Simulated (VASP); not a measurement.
# Si8O15 (a cell with a defect): single point with PBE+D3(BJ)

System: Si8O15 (a cell with a defect).

```
CELL_PARAMETERS angstrom
0.00000 5.04620 4.49460
4.09700 0.00000 4.49460
4.09700 5.04620 0.00000
ATOMIC_POSITIONS crystal
Si 0.19513 0.05135 0.95819
Si 0.30021 0.47616 0.02406
Si 0.75694 0.97676 0.06174
Si 0.21379 0.03108 0.45621
Si 0.70262 0.54767 0.44599
Si 0.80011 0.94957 0.55076
Si 0.29933 0.44488 0.54381
Si 0.70406 0.55006 0.95432
O 0.40876 0.51661 0.20887
O 0.27014 0.14559 0.62054
O 0.36922 0.70480 0.51910
O 0.11194 0.33883 0.30936
O 0.09954 0.97337 0.28588
O 0.23744 0.35084 0.87637
O 0.12827 0.79277 0.98305
O 0.90649 0.01922 0.70764
O 0.77539 0.64390 0.11831
O 0.86556 0.22079 0.01902
O 0.96527 0.61150 0.65058
O 0.60246 0.48249 0.78069
O 0.73435 0.83754 0.39300
O 0.63817 0.28218 0.48049
O 0.53564 0.88655 0.85485
```

```
Program                : VASP 6.6.1
Task                   : single point
Functional             : PBE
Dispersion             : D3(BJ)
Potentials or basis    : VASP PAW PBE potentials, release 64 (Si, O)
Cutoff                 : 520 eV
k mesh                 : 2 × 2 × 2
Occupations            : gaussian, width 0.02 eV
Spin                   : no spin polarisation
Dipole correction      : no
Further INCAR settings : LREAL = Auto; ALGO = Normal; EDIFF = 1e-06; NBANDS = 78
```

* Pressure: 2.5 GPa
* Largest force: 3.883 eV/Å
* Band gap on the k mesh: 3.18 eV
* Dispersion energy per atom: -0.239 eV

Forces on the atoms (eV/Å):
```
Si  -0.327  0.008 -0.114
Si  -0.047  0.361 -0.243
Si   0.137 -0.311 -0.171
Si  -0.366 -0.377  0.742
Si  -0.055  0.062  0.041
Si  -0.062  0.216  0.112
Si  -0.002  0.119  0.060
Si  -0.136  0.117  0.091
O   -0.420  0.083 -0.250
O   -0.220 -0.018  0.222
O   -0.086 -0.012  0.001
O    3.114 -1.992 -1.190
O   -0.191  0.199  0.274
O   -0.180  0.342 -0.076
O   -0.161  0.128  0.050
O   -0.116  0.136  0.069
O   -0.058  0.105  0.011
O   -0.141  0.026 -0.076
O   -0.029  0.209  0.075
O   -0.199  0.047  0.118
O   -0.209  0.256  0.072
O   -0.110  0.160  0.172
O   -0.134  0.135  0.012
```

Stress tensor (GPa, compression positive):
```
 1.02 -0.09  0.96
-0.09  3.76 -2.29
 0.96 -2.29  2.68
```

Levels at points of the mesh, in eV from the valence-band top:
| k point | band 57 | band 58 | band 59 | band 60 | band 61 | band 62 | band 63 | band 64 | band 65 | band 66 |
| --- | --- | --- | --- | --- | --- | --- | --- | --- | --- | --- |
| (0.00, 0.00, 0.00) | -3.00 | -2.62 | -2.43 | -2.23 | -0.71 | 3.40 | 3.73 | 4.63 | 5.54 | 5.73 |
| (0.50, 0.00, 0.00) | -2.77 | -2.61 | -2.55 | -2.42 | -0.07 | 3.21 | 3.95 | 4.73 | 5.54 | 6.04 |
| (0.50, 0.50, 0.50) | -2.75 | -2.69 | -2.54 | -2.44 | -0.25 | 3.60 | 3.95 | 5.15 | 5.34 | 5.84 |
| (0.00, 0.50, 0.00) | -2.76 | -2.57 | -2.50 | -2.41 | 0.00 | 3.34 | 3.81 | 5.35 | 5.54 | 6.11 |
| (0.00, 0.00, 0.50) | -2.91 | -2.65 | -2.61 | -2.37 | -0.27 | 3.27 | 4.01 | 4.76 | 5.56 | 5.70 |
| (0.50, 0.50, 0.00) | -2.77 | -2.61 | -2.54 | -2.45 | -0.27 | 3.55 | 4.24 | 4.90 | 5.83 | 6.20 |
| (0.50, 0.00, 0.50) | -2.89 | -2.74 | -2.46 | -2.32 | -0.02 | 3.18 | 3.87 | 5.23 | 5.37 | 5.47 |
| (0.00, 0.50, 0.50) | -2.78 | -2.52 | -2.46 | -2.41 | -0.07 | 3.35 | 4.17 | 5.10 | 6.11 | 6.12 |

Wall time 3.3 min on 1 thread of Intel(R) Xeon(R) Platinum 8488C (Sapphire Rapids), on a shared host, peak memory 0.35 GiB.

Caveat: the k points lie up to 0.61 Å⁻¹ apart.
